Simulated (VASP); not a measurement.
# GePt in VASP: notebook

The runs below take GePt through single point, with PBE.

All numbers are computed with VASP 6.6.1; they aren't measurements. Logs are shortened: lines on timing, memory, paths and dates and some standing lists are left out, and cuts for length are marked.

**1. The cell of the first run**

The structure is trigonal, space group R-3m (No. 166). The conventional cell has a = 3.742 Å, b = 3.742 Å, c = 8.773 Å, α = 90.00°, β = 90.00°, γ = 120.00°. Ge (site symmetry -3m) has 6 Pt at 2.61 Å within 3.4 Å. Pt (site symmetry -3m) has 6 Ge at 2.61 Å within 3.4 Å.

The cell was built from a structure type or drawn by symmetry, and may not be a known phase.

**2. Single point, PBE**

The input, INCAR:

```
PREC = Accurate
ENCUT = 500
EDIFF = 1E-6
ISMEAR = 0
SIGMA = 0.2
LREAL = False
LASPH = True
NELM = 120
ALGO = Normal
ISIF = 2
LWAVE = False
LCHARG = True
GGA = PE
LELF = True
LVHAR = True
NBANDS = 19
GGA_COMPAT = False
```

The input, KPOINTS:

```
Automatic mesh
0
Gamma
  6 6 6
```

The input, POSCAR:

```
GePt
1.0
    1.8707734304      1.0800915454      2.9241843527
   -1.8707734304      1.0800915454      2.9241843527
    0.0000000000     -2.1601830855      2.9241843547
Ge Pt
1 1
Direct
    0.0000000000      0.0000000000      0.0000000000
    0.5000000000      0.5000000000      0.5000000000
```

Potentials or basis: VASP PAW PBE potentials, release 64 (Ge_d, Pt).

Launch:

```
> cat potpaw_PBE.64/Ge_d/POTCAR potpaw_PBE.64/Pt/POTCAR > POTCAR
> mpirun -np 1 vasp_std > vasp.out
```

OUTCAR:

```text
PREC = Accurate
   ENCUT = 500
   EDIFF = 1E-6
   ISMEAR = 0
   LREAL = False
   LASPH = True
   NELM = 120
   ISIF = 2
   GGA = PE

 ion  position               nearest neighbor table
   1  0.000  0.000  0.000-   2 2.61   2 2.61   2 2.61   2 2.61   2 2.61   2 2.61
   2  0.500  0.500  0.500-   1 2.61   1 2.61   1 2.61   1 2.61   1 2.61   1 2.61

  LATTYP: Found a trigonal (rhomboedric) cell.
 ALAT       =     3.6355529295
 COS(alpha) =     0.4704201669

  Lattice vectors:

 A1 = (   1.8707734304,   1.0800915454,   2.9241843527)
 A2 = (  -1.8707734304,   1.0800915454,   2.9241843527)
 A3 = (   0.0000000000,  -2.1601830855,   2.9241843547)

Analysis of symmetry for initial positions (statically):
=====================================================================
 Subroutine PRICEL returns:
 Original cell was already a primitive cell.

 Routine SETGRP: Setting up the symmetry group for a
 trigonal (rhombohedral) supercell.

 Subroutine GETGRP returns: Found 12 space group operations
 (whereof 12 operations were pure point group operations)
 out of a pool of 12 trial point group operations.

The static configuration has the point symmetry D_3d.

Analysis of symmetry for dynamics (positions and initial velocities):
=====================================================================
 Subroutine PRICEL returns:
 Original cell was already a primitive cell.

 Routine SETGRP: Setting up the symmetry group for a
 trigonal (rhombohedral) supercell.

 Subroutine GETGRP returns: Found 12 space group operations
 (whereof 12 operations were pure point group operations)
 out of a pool of 12 trial point group operations.

The dynamic configuration has the point symmetry D_3d.

 Subroutine INISYM returns: Found 12 space group operations
 (whereof 12 operations are pure point group operations),
 and found     1 'primitive' translations

----------------------------------------------------------------------------------------

                                     Primitive cell

  volume of cell :      35.4518

  direct lattice vectors                    reciprocal lattice vectors
     1.870773430  1.080091545  2.924184353     0.267269137  0.154307908  0.113991901
    -1.870773430  1.080091545  2.924184353    -0.267269137  0.154307908  0.113991901
     0.000000000 -2.160183085  2.924184355     0.000000000 -0.308615816  0.113991901

  length of vectors
     3.635552929  3.635552929  3.635552929     0.328995252  0.328995252  0.328995252

  position of ions in fractional coordinates (direct lattice)
     0.000000000  0.000000000  0.000000000
     0.500000000  0.500000000  0.500000000

  ion indices of the primitive-cell ions
   primitive index   ion index
                 1           1
                 2           2

----------------------------------------------------------------------------------------

 KPOINTS: Automatic mesh

Automatic generation of k-mesh.
 Grid dimensions read from file:
 generate k-points for:    6    6    6

 Generating k-lattice:

  Cartesian coordinates                     Fractional coordinates (reciprocal lattice)
     0.044544856  0.025717985  0.018998650     0.166666667  0.000000000 -0.000000000
    -0.044544856  0.025717985  0.018998650     0.000000000  0.166666667 -0.000000000
     0.000000000 -0.051435969  0.018998650     0.000000000  0.000000000  0.166666667

  Length of vectors
     0.054832542  0.054832542  0.054832542

  Shift w.r.t. Gamma in fractional coordinates (k-lattice)
     0.000000000  0.000000000  0.000000000

 Subroutine IBZKPT returns following result:
 ===========================================

 Found     32 irreducible k-points:

 Following reciprocal coordinates:
            Coordinates               Weight
  0.000000  0.000000  0.000000      1.000000
  0.166667 -0.000000  0.000000      6.000000
  0.333333  0.000000 -0.000000      6.000000
  0.500000  0.000000  0.000000      3.000000
  0.166667  0.166667  0.000000      6.000000
  0.333333  0.166667  0.000000     12.000000
[... 16 lines left out ...]
  0.500000  0.500000  0.166667      6.000000
 -0.333333  0.500000  0.166667     12.000000
 [... further k-points ...]
   k-points           NKPTS =     32   k-points in BZ     NKDIM =     32   number of bands    NBANDS=     19
   number of dos      NEDOS =    301   number of ions     NIONS =      2
   total plane-waves  NPLWV =  21952
   dimension x,y,z NGX =    28 NGY =   28 NGZ =   28
   dimension x,y,z NGXF=    56 NGYF=   56 NGZF=   56
   ions per type =               1   1
   NGX,Y,Z   is equivalent  to a cutoff of  12.80, 12.80, 12.80 a.u.
   NGXF,Y,Z  is equivalent  to a cutoff of  25.61, 25.61, 25.61 a.u.
 SYSTEM =  unknown system
   PREC   = accura    normal or accurate (medium, high low for compatibility)
   ISTART =      0    job   : 0-new  1-cont  2-samecut
   ICHARG =      2    charge: 1-file 2-atom 10-const
   ISPIN  =      1    spin polarized calculation?
   LNONCOLLINEAR =      F non collinear calculations
   LSORBIT =      F    spin-orbit coupling
   LASPH  =      T    aspherical Exc in radial PAW
   ENCUT  =  500.0 eV  36.75 Ry    6.06 a.u.   6.63  6.63  6.63*2*pi/ulx,y,z
   NELM   =    120;   NELMIN=  2; NELMDL= -5     # of ELM steps
   EDIFF  = 0.1E-05   stopping-criterion for ELM
   LREAL  =      F    real-space projection
   EDIFFG = 0.1E-04   stopping-criterion for IOM
   NSW    =      0    number of steps for IOM
   IBRION =     -1    ionic relax: 0-MD 1-quasi-New 2-CG
   NFREE  =      0    steps in history (QN), initial steepest desc. (CG)
   ISIF   =      2    stress and relaxation
   ISYM   =      2    0-nonsym 1-usesym 2-fastsym
   POTIM  = 0.5000    time-step for ionic-motion
   TEBEG  =    0.0;   TEEND  =   0.0 temperature during run
   PSTRESS=    0.0 pullay stress
   NELECT =      24.0000    total number of electrons
   NUPDOWN=      -1.0000    fix difference up-down
   EMIN   =  10.00;   EMAX   =-10.00  energy-range for DOS
   EFERMI =   0.00;   METHOD = LEGACY
   ISMEAR =     0;   SIGMA  =   0.20  broadening in eV -4-tet -1-fermi 0-gaus
   EFERMI_NEDOS =   21; number of points for ismear=-14 and -15
   IALGO  =     38    algorithm
   IMIX   =      4    mixing-type and parameters
     AMIX     =   0.40;   BMIX     =  1.00
     AMIX_MAG =   1.60;   BMIX_MAG =  1.00
  volume/ion in A,a.u.               =      17.73       119.62
  Fermi-wavevector in a.u.,A,eV,Ry     =   1.437472  2.716428 28.114060  2.066325
  Thomas-Fermi vector in A             =   2.556546
   LORBIT       =      0    0 simple, 1 ext, 2 COOP (PROOUT), +10 PAW based schemes
   GGA     = PE    functional components
   LHFCALC =     F    Hartree Fock is set to
   AEXX    =    0.0000 exact exchange contribution
   IVDW    =     0    specifies the selected vdW correction
   LEPSILON=     F    determine dielectric tensor
   LRPA    =     F    only Hartree local field effects (RPA)
 non-spin polarized calculation
 Gauss-broadening in eV      SIGMA  =   0.20
  energy-cutoff  :      500.00
  volume of cell :       35.45
 maximum number of plane-waves:       913
 NGX is ok and might be reduce to    28
   NGX = 13   NGY = 13   NGZ = 13

 number of electron      24.0000015 magnetization

 Free energy of the ion-electron system (eV)
  ---------------------------------------------------
  ext. energy  EPLUGINS =         0.00000000
  ---------------------------------------------------
  free energy    TOTEN  =       -11.04211338 eV

  energy without entropy =      -11.02761081  energy(sigma->0) =      -11.03486209

 E-fermi :   7.8630     XC(G=0): -11.9360

 val. band max:        7.7787516292   @ k =  -0.3333   0.5000   0.1667
 cond. band min:       7.8972148892   @ k =   0.3333   0.3333   0.1667
 fundamental gap:      0.1184632600
 Fermi energy:         7.8629872588

 k-point     1 :       0.0000    0.0000    0.0000
  band No.  band energies     occupation
      1     -16.7604      2.00000
      2     -16.7604      2.00000
      3     -16.7338      2.00000
      4     -16.7253      2.00000
      5     -16.7253      2.00000
      6      -3.8466      2.00000
[... 11 lines left out ...]
     18      20.6991      0.00000
     19      21.3480      0.00000

 k-point     2 :       0.1667   -0.0000    0.0000
  band No.  band energies     occupation
      1     -16.7576      2.00000
      2     -16.7565      2.00000
      3     -16.7316      2.00000
      4     -16.7235      2.00000
      5     -16.7223      2.00000
      6      -3.3730      2.00000
[... 11 lines left out ...]
     18      19.4429      0.00000
     19      19.6812      0.00000

 k-point     3 :       0.3333    0.0000   -0.0000
  band No.  band energies     occupation
      1     -16.7522      2.00000
      2     -16.7493      2.00000
      3     -16.7269      2.00000
      4     -16.7196      2.00000
      5     -16.7159      2.00000
      6      -2.0333      2.00000
[... 11 lines left out ...]
     18      19.5339      0.00000
     19      20.9379      0.00000

 k-point     4 :       0.5000    0.0000    0.0000
  band No.  band energies     occupation
      1     -16.7496      2.00000
      2     -16.7461      2.00000
      3     -16.7246      2.00000
      4     -16.7172      2.00000
      5     -16.7125      2.00000
      6      -0.6117      2.00000
[... 11 lines left out ...]
     18      19.8536      0.00000
     19      23.0399      0.00000

 k-point     5 :       0.1667    0.1667    0.0000
  band No.  band energies     occupation
      1     -16.7580      2.00000
      2     -16.7552      2.00000
      3     -16.7328      2.00000
      4     -16.7230      2.00000
      5     -16.7200      2.00000
      6      -3.2257      2.00000
[... 11 lines left out ...]
     18      19.4833      0.00000
     19      19.7401      0.00000

 k-point     6 :       0.3333    0.1667    0.0000
  band No.  band energies     occupation
      1     -16.7539      2.00000
      2     -16.7521      2.00000
      3     -16.7310      2.00000
      4     -16.7184      2.00000
      5     -16.7153      2.00000
      6      -2.2486      2.00000
[... 11 lines left out ...]
     18      19.2321      0.00000
     19      21.8286      0.00000

 k-point     7 :       0.5000    0.1667    0.0000
  band No.  band energies     occupation
      1     -16.7523      2.00000
      2     -16.7474      2.00000
      3     -16.7265      2.00000
      4     -16.7152      2.00000
      5     -16.7133      2.00000
      6      -0.8908      2.00000
[... 11 lines left out ...]
     18      19.8578      0.00000
     19      22.4494      0.00000

 k-point     8 :      -0.3333    0.1667    0.0000
  band No.  band energies     occupation
      1     -16.7542      2.00000
      2     -16.7458      2.00000
      3     -16.7250      2.00000
      4     -16.7178      2.00000
      5     -16.7144      2.00000
      6      -1.2732      2.00000
[... 256 lines left out ...]
 k-point    20 :       0.5000    0.3333    0.1667
  band No.  band energies     occupation
      1     -16.7546      2.00000
      2     -16.7484      2.00000
      3     -16.7305      2.00000
      4     -16.7157      2.00000
      5     -16.7111      2.00000
      6      -1.2865      2.00000
[... 11 lines left out ...]
     18      21.5262      0.00000
     19      22.0373      0.00000

 k-point    21 :      -0.3333    0.3333    0.1667
  band No.  band energies     occupation
      1     -16.7565      2.00000
      2     -16.7464      2.00000
      3     -16.7261      2.00000
      4     -16.7179      2.00000
      5     -16.7097      2.00000
      6      -0.7607      2.00000
[... 11 lines left out ...]
     18      20.0821      0.00000
     19      22.6711      0.00000

 k-point    22 :      -0.1667    0.3333    0.1667
  band No.  band energies     occupation
      1     -16.7561      2.00000
      2     -16.7482      2.00000
      3     -16.7287      2.00000
      4     -16.7172      2.00000
      5     -16.7115      2.00000
      6      -1.3842      2.00000
[... 11 lines left out ...]
     18      21.6528      0.00000
     19      22.1919      0.00000

 k-point    23 :       0.5000    0.5000    0.1667
  band No.  band energies     occupation
      1     -16.7582      2.00000
      2     -16.7496      2.00000
      3     -16.7337      2.00000
      4     -16.7137      2.00000
      5     -16.7075      2.00000
      6      -1.1611      2.00000
[... 11 lines left out ...]
     18      21.1969      0.00000
     19      24.5977      0.00000

 k-point    24 :      -0.3333    0.5000    0.1667
  band No.  band energies     occupation
      1     -16.7603      2.00000
      2     -16.7476      2.00000
      3     -16.7306      2.00000
      4     -16.7152      2.00000
      5     -16.7073      2.00000
      6      -0.9584      2.00000
[... 11 lines left out ...]
     18      20.5890      0.00000
     19      24.2809      0.00000

 [... further k-points ...]
[... 5 lines left out ...]
  --------------------------------------------------------------------------------------
  -------------------------------------------------------------------------------------
  Total       -0.1509657     -0.1509657      0.0134502      0.0000000      0.0000000     -0.0000000
  in kB       -6.8226186     -6.8226186      0.6078593      0.0000000      0.0000000     -0.0000000
  external PRESSURE =      -4.3457927 kB  Pullay stress =       0.0000000 kB

 VOLUME and BASIS-vectors are now :
 -----------------------------------------------------------------------------
  energy-cutoff  :      500.00
  volume of cell :       35.45
      direct lattice vectors                 reciprocal lattice vectors
     1.870773430  1.080091545  2.924184353     0.267269137  0.154307908  0.113991901
    -1.870773430  1.080091545  2.924184353    -0.267269137  0.154307908  0.113991901
     0.000000000 -2.160183085  2.924184355     0.000000000 -0.308615816  0.113991901

 POSITION                                       TOTAL-FORCE (eV/Angst)
 -----------------------------------------------------------------------------------
      0.00000      0.00000      0.00000        -0.000000     -0.000000     -0.000000
      0.00000      0.00000      4.38628         0.000000      0.000000      0.000000
 -----------------------------------------------------------------------------------
    total drift:                                0.000000     -0.000000      0.000000

  FREE ENERGIE OF THE ION-ELECTRON SYSTEM (eV)
  ---------------------------------------------------
  free  energy   TOTEN  =       -11.0421133777 eV

  energy  without entropy=      -11.0276108112  energy(sigma->0) =      -11.03486209
```

Run time: 12 s. Hardware: 1 thread of Intel Xeon 6975P-C (Granite Rapids), shared host; peak memory 0.16 GiB.

What came out:

```
Free energy            : -11.0421 eV
Pressure               : -0.4 GPa
Band gap on the k mesh : zero (bands 12 and 13 overlap by 3.03 eV)
```

Stress tensor (GPa, compression positive):
```
-0.68  0.00  0.00
 0.00 -0.68  0.00
 0.00  0.00  0.06
```

Caveat: spin-orbit coupling is left out, which moves the levels of the heavy elements.

**3. Single point, PBE**

This run uses another cell than the first one, of 17.67 Å³/atom.

The input, INCAR:

```
SYSTEM = GePt
ALGO = Normal
EDIFF = 1E-6
ENCUT = 500
GGA = PE
GGA_COMPAT = .False.
ISIF = 2
ISMEAR = 0
LASPH = .True.
LCHARG = .True.
LELF = .True.
LREAL = .False.
LVHAR = .True.
LWAVE = .False.
NBANDS = 19
NELM = 120
PREC = Accurate
SIGMA = 0.2
```

The input, KPOINTS:

```
k-points
0
Gamma
  6 6 6
  0 0 0
```

The input, POSCAR:

```
GePt
1.0
    1.8649365994      1.0767216496      2.9325711323
   -1.8649365994      1.0767216496      2.9325711323
    0.0000000000     -2.1534432934      2.9325711344
Ge Pt
1 1
Direct
    0.5000000000      0.5000000000      0.5000000000
    0.0000000000      0.0000000000      0.0000000000
```

Potentials or basis: VASP PAW PBE potentials, release 64 (Ge_d, Pt).

Launch:

```
> cat potpaw_PBE.64/Ge_d/POTCAR potpaw_PBE.64/Pt/POTCAR > POTCAR
> mpirun -np 1 vasp_std > vasp.out
```

Wall time 12 s (1 thread of Intel Xeon 6975P-C (Granite Rapids), shared host); peak memory 0.17 GiB.

It converged, with:

| Quantity | Value |
| --- | --- |
| Free energy | -11.0427 eV |
| Pressure | 0.0 GPa |
| Band gap on the k mesh | zero (bands 12 and 13 overlap by 3.03 eV) |

Stress tensor (GPa, compression positive):
```
-0.18  0.00  0.00
 0.00 -0.18  0.00
 0.00  0.00  0.42
```

Levels at points of the mesh, in eV from the Fermi level:
| k point | band 8 | band 9 | band 10 | band 11 | band 12 | band 13 | band 14 | band 15 | band 16 | band 17 |
| --- | --- | --- | --- | --- | --- | --- | --- | --- | --- | --- |
| (0.00, 0.00, 0.00) | -3.25 | -3.06 | -3.02 | -3.02 | 2.63 | 2.63 | 3.09 | 6.58 | 9.80 | 12.90 |
| (0.50, 0.00, 0.00) | -4.53 | -4.36 | -2.29 | -2.16 | -1.45 | 5.45 | 6.53 | 6.64 | 7.18 | 7.64 |
| (0.50, 0.50, 0.00) | -3.88 | -2.54 | -1.86 | -1.85 | -0.67 | -0.41 | 0.03 | 2.58 | 9.33 | 15.21 |
| (0.50, 0.50, 0.50) | -4.60 | -4.60 | -2.13 | -2.13 | -1.25 | 5.03 | 6.51 | 6.51 | 6.99 | 6.99 |

Caveat: spin-orbit coupling is left out, which moves the levels of the heavy elements.

[end of part 1 of 2]
